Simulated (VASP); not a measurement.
# GaSb3 in VASP: a series of runs, part 2 of 2

VASP 6.6.1. Earlier steps stand in the parts before.

### Step 3. Single point, PBE

This run uses another cell than the first one, of 27.00 Å³/atom, 1.020 times its volume.

Input file INCAR:

```
PREC = Accurate ; ENCUT = 520
EDIFF = 1E-7 ; ISMEAR = -1
SIGMA = 0.05 ; LREAL = False
LASPH = True ; NELM = 80
ALGO = Normal ; ISIF = 2
LWAVE = False ; LCHARG = False
GGA = PE ; NBANDS = 22
```

Input file KPOINTS:

```
regular mesh
0
Gamma
  6 6 6
```

Input file POSCAR:

```
GaSb3
1.0
    0.0000000000      3.7796874061      3.7796874061
    3.7796874061      0.0000000000      3.7796874061
    3.7796874061      3.7796874061      0.0000000000
Sb Ga
3 1
Direct
    0.5000000000      0.5000000000      0.5000000000
    0.7500000000      0.7500000000      0.7500000000
    0.2500000000      0.2500000000      0.2500000000
    0.0000000000      0.0000000000      0.0000000000
```

Potentials or basis: VASP PAW PBE potentials, release 64 (Sb, Ga_d).

Run with:

```
$ cat potpaw_PBE.64/Sb/POTCAR potpaw_PBE.64/Ga_d/POTCAR > POTCAR
$ mpirun -np 1 vasp_std > vasp.out
```

Run time: 16 s. Hardware: 1 thread of Intel Xeon 6975P-C (Granite Rapids), shared host; peak memory 0.25 GiB.

Results (log left out):

```yaml
Free_energy: -14.4158 eV
Pressure: -2.3 GPa
Band_gap_on_the_k_mesh: zero (band 14 reaches 8.21 eV, above the bottom of band 15 at 4.73 eV)
```

Levels at points of the mesh, in eV from the Fermi level:
```tsv
k point	band 10	band 11	band 12	band 13	band 14	band 15	band 16	band 17	band 18	band 19
(0.00, 0.00, 0.00)	-2.54	-2.54	-2.54	-2.39	-2.39	-2.39	-0.73	-0.73	-0.73	3.41
(0.50, 0.00, 0.00)	-3.49	-3.49	-2.57	-2.57	-0.58	-0.22	1.90	1.90	2.83	2.83
(0.50, 0.50, 0.00)	-5.05	-5.05	0.37	0.67	0.90	0.90	1.72	1.72	1.82	3.50
```

Caveat: spin-orbit coupling is left out, which moves the levels of the heavy elements.

### Step 4. Single point, PBE

This run uses another cell than the first one, of 27.52 Å³/atom, 1.039 times its volume.

Input file INCAR:

```
PREC = Accurate ; ENCUT = 520
EDIFF = 1E-6 ; ISMEAR = -1
SIGMA = 0.05 ; LREAL = F
LASPH = T ; NELM = 80
ALGO = Normal ; ISIF = 2
LWAVE = F ; LCHARG = T
GGA = PE ; LELF = T
LVHAR = T ; NBANDS = 22
```

KPOINTS is that of step 3.

Input file POSCAR:

```
GaSb3
1.0
    0.0000000000      3.8037624973      3.8037624973
    3.8037624973      0.0000000000      3.8037624973
    3.8037624973      3.8037624973      0.0000000000
Sb Ga
3 1
Direct
    0.5000000000      0.5000000000      0.5000000000
    0.7500000000      0.7500000000      0.7500000000
    0.2500000000      0.2500000000      0.2500000000
    0.0000000000      0.0000000000      0.0000000000
```

Potentials or basis: VASP PAW PBE potentials, release 64 (Sb, Ga_d).

Run with:

```
$ cat potpaw_PBE.64/Sb/POTCAR potpaw_PBE.64/Ga_d/POTCAR > POTCAR
$ mpirun -np 1 vasp_std > vasp.out
```

OUTCAR:

```text
PREC = Accurate
   ENCUT = 520
   EDIFF = 1E-6
   ISMEAR = -1
   LREAL = F
   LASPH = T
   NELM = 80
   ISIF = 2
   GGA = PE

 ion  position               nearest neighbor table
   1  0.500  0.500  0.500-   2 3.29   3 3.29   3 3.29   3 3.29   3 3.29   2 3.29   2 3.29   2 3.29

   2  0.750  0.750  0.750-   1 3.29   4 3.29   1 3.29   1 3.29   1 3.29   4 3.29   4 3.29   4 3.29

   3  0.250  0.250  0.250-   1 3.29   4 3.29   4 3.29   4 3.29   4 3.29   1 3.29   1 3.29   1 3.29

   4  0.000  0.000  0.000-   2 3.29   3 3.29   2 3.29   2 3.29   2 3.29   3 3.29   3 3.29   3 3.29

  LATTYP: Found a face centered cubic cell.
 ALAT       =     7.6075249946

  Lattice vectors:

 A1 = (   0.0000000000,   3.8037624973,   3.8037624973)
 A2 = (   3.8037624973,   0.0000000000,   3.8037624973)
 A3 = (   3.8037624973,   3.8037624973,   0.0000000000)

Analysis of symmetry for initial positions (statically):
=====================================================================
 Subroutine PRICEL returns:
 Original cell was already a primitive cell.

[... 160 lines left out ...]

  energy without entropy =      -14.34871410  energy(sigma->0) =      -14.36472091

 E-fermi :   6.9058     XC(G=0):  -9.9307

 val. band max:        6.8897103867   @ k =   0.5000   0.3333   0.0000
 cond. band min:       6.9299880175   @ k =  -0.1667   0.1667   0.0000
 fundamental gap:      0.0402776307
 Fermi energy:         6.9057931788

 k-point     1 :       0.0000    0.0000    0.0000
  band No.  band energies     occupation
      1      -8.0670      2.00000
      2      -8.0670      2.00000
      3      -8.0670      2.00000
      4      -8.0572      2.00000
      5      -8.0572      2.00000
      6      -5.2296      2.00000
[... 389 lines left out ...]
     21      10.9326      0.00000
     22      13.7878      0.00000

------------------------ aborting loop because EDIFF is reached ----------------------------------------

  FORCE on cell =-STRESS in cart. coord.  units (eV):
  Direction    XX          YY          ZZ          XY          YZ          ZX
  --------------------------------------------------------------------------------------
  -------------------------------------------------------------------------------------
  Total       -2.1294404     -2.1294404     -2.1294404      0.0000000      0.0000000     -0.0000000
  in kB      -30.9960180    -30.9960180    -30.9960180      0.0000000      0.0000000     -0.0000000
  external PRESSURE =     -30.9960180 kB  Pullay stress =       0.0000000 kB

 VOLUME and BASIS-vectors are now :
 -----------------------------------------------------------------------------
  energy-cutoff  :      520.00
  volume of cell :      110.07
      direct lattice vectors                 reciprocal lattice vectors
     0.000000000  3.803762497  3.803762497    -0.131448796  0.131448796  0.131448796
     3.803762497  0.000000000  3.803762497     0.131448796 -0.131448796  0.131448796
     3.803762497  3.803762497  0.000000000     0.131448796  0.131448796 -0.131448796

 POSITION                                       TOTAL-FORCE (eV/Angst)
 -----------------------------------------------------------------------------------
      3.80376      3.80376      3.80376         0.000000      0.000000      0.000000
      5.70564      5.70564      5.70564         0.000000      0.000000     -0.000000
      1.90188      1.90188      1.90188        -0.000000     -0.000000      0.000000
      0.00000      0.00000      0.00000         0.000000      0.000000      0.000000
 -----------------------------------------------------------------------------------
    total drift:                               -0.000000      0.000000      0.000000

  FREE ENERGIE OF THE ION-ELECTRON SYSTEM (eV)
  ---------------------------------------------------
  free  energy   TOTEN  =       -14.3807277150 eV

  energy  without entropy=      -14.3487140983  energy(sigma->0) =      -14.36472091
```

stdout:

```text
POSCAR found type information on POSCAR SbGa
 POSCAR found :  2 types and       4 ions
 scaLAPACK will be used
 LDA part: xc-table for (Slater+PW92), standard interpolation
 POSCAR, INCAR and KPOINTS ok, starting setup
 FFT: planning ... GRIDC
 FFT: planning ... GRID_SOFT
 FFT: planning ... GRID
 WAVECAR not read
 entering main loop
```

Run time: 15 s. Hardware: 1 thread of Intel Xeon 6975P-C (Granite Rapids), shared host; peak memory 0.25 GiB.

Results:

```
Free energy            : -14.3807 eV
Pressure               : -3.1 GPa
Band gap on the k mesh : zero (band 14 reaches 7.97 eV, above the bottom of band 15 at 4.57 eV)
```

Caveat: spin-orbit coupling is left out, which moves the levels of the heavy elements.

### Step 5. Single point, PBE (atoms moved at random)

Input file INCAR:

```
SYSTEM = GaSb3
  PREC = Accurate
  ENCUT = 520
  EDIFF = 1E-6
  ISMEAR = -1
  SIGMA = 0.05
  LREAL = .FALSE.
  LASPH = .TRUE.
  NELM = 100
  ALGO = Normal
  ISIF = 2
  LWAVE = .FALSE.
  LCHARG = .TRUE.
  GGA = PE
  LELF = .TRUE.
  LVHAR = .TRUE.
  NBANDS = 22
```

Input file KPOINTS:

```
Automatic mesh
0
G
  6 6 6
  0 0 0
```

Input file POSCAR:

```
GaSb3
1.0
    0.0000000000      3.7305950000      3.7305950000
    3.7305950000      0.0000000000      3.7305950000
    3.7305950000      3.7305950000      0.0000000000
Sb Ga
3 1
Direct
    0.5003080000      0.5034980000      0.4974400000
    0.7541940000      0.7532790000      0.7501290000
    0.2418540000      0.2649210000      0.2523630000
    0.0068510000      0.0041680000     -0.0055930000
```

Run with:

```
$ cat potpaw_PBE.64/Sb/POTCAR potpaw_PBE.64/Ga_d/POTCAR > POTCAR
$ mpirun -np 1 vasp_std > vasp.out
```

Run time: 77 s. Hardware: 1 thread of Intel Xeon 6975P-C (Granite Rapids), shared host; peak memory 0.4 GiB.

It converged, with:

| Property | Result |
| --- | --- |
| Free energy | -14.4528 eV |
| Pressure | -0.6 GPa |
| Largest force | 0.049 eV/Å |
| Band gap on the k mesh | zero (band 14 reaches 8.73 eV, above the bottom of band 15 at 5.20 eV) |

Forces in eV/Å, atoms in the order of the input:
```
Sb  -0.001  0.013  0.022
Sb   0.039 -0.028 -0.008
Sb  -0.037  0.023  0.002
Ga  -0.001 -0.009 -0.016
```

Stress tensor (GPa, compression positive):
```
-0.60 -0.01 -0.28
-0.01 -0.59  0.39
-0.28  0.39 -0.61
```

Levels at points of the mesh, in eV from the Fermi level:
| k point | band 10 | band 11 | band 12 | band 13 | band 14 | band 15 | band 16 | band 17 | band 18 | band 19 |
| --- | --- | --- | --- | --- | --- | --- | --- | --- | --- | --- |
| (0.00, 0.00, 0.00) | -2.74 | -2.70 | -2.67 | -2.58 | -2.48 | -2.39 | -0.93 | -0.82 | -0.69 | 3.33 |
| (0.50, 0.00, 0.00) | -3.72 | -3.61 | -2.74 | -2.64 | -0.57 | -0.12 | 1.86 | 1.90 | 2.84 | 2.90 |
| (0.00, 0.50, 0.00) | -3.71 | -3.59 | -2.81 | -2.70 | -0.46 | -0.19 | 1.97 | 2.03 | 2.79 | 2.84 |
| (0.00, 0.00, 0.50) | -3.75 | -3.56 | -2.82 | -2.63 | -0.50 | -0.17 | 1.91 | 1.99 | 2.79 | 2.88 |
| (0.50, 0.50, 0.50) | -3.75 | -3.57 | -2.81 | -2.62 | -0.52 | -0.15 | 1.90 | 1.97 | 2.79 | 2.90 |
| (0.50, 0.50, 0.00) | -5.28 | -5.27 | 0.48 | 0.81 | 0.94 | 0.95 | 1.71 | 1.76 | 1.97 | 3.59 |
| (0.00, 0.50, 0.50) | -5.29 | -5.27 | 0.48 | 0.81 | 0.91 | 0.94 | 1.74 | 1.79 | 1.95 | 3.59 |
| (0.50, 0.00, 0.50) | -5.28 | -5.26 | 0.48 | 0.81 | 0.93 | 0.96 | 1.72 | 1.77 | 1.96 | 3.59 |

Caveat: the cell differs from its parent crystal (atoms moved at random); spin-orbit coupling is left out, which moves the levels of the heavy elements.

### Step 6. Summary

```tsv
cell	gap on the mesh (eV)	pressure (GPa)
a = 5.311 Å, angles 60.0°, 4 atoms	none	-1.5
a = 5.345 Å, angles 60.0°, 4 atoms	none	-2.3
a = 5.379 Å, angles 60.0°, 4 atoms	none	-3.1
a = 5.276 Å, angles 60.0°, 4 atoms	none	-0.6
```

Alike in all rows: task single point; level PBE; potentials or basis VASP PAW PBE potentials, release 64 (Sb, Ga_d); no spin polarisation; k mesh 6 × 6 × 6; cutoff (eV) 520; smearing fermi-dirac 0.05 eV.

Caveats: spin-orbit coupling is left out, which moves the levels of the heavy elements.

Absolute energies hang on the potentials; compare differences alone.
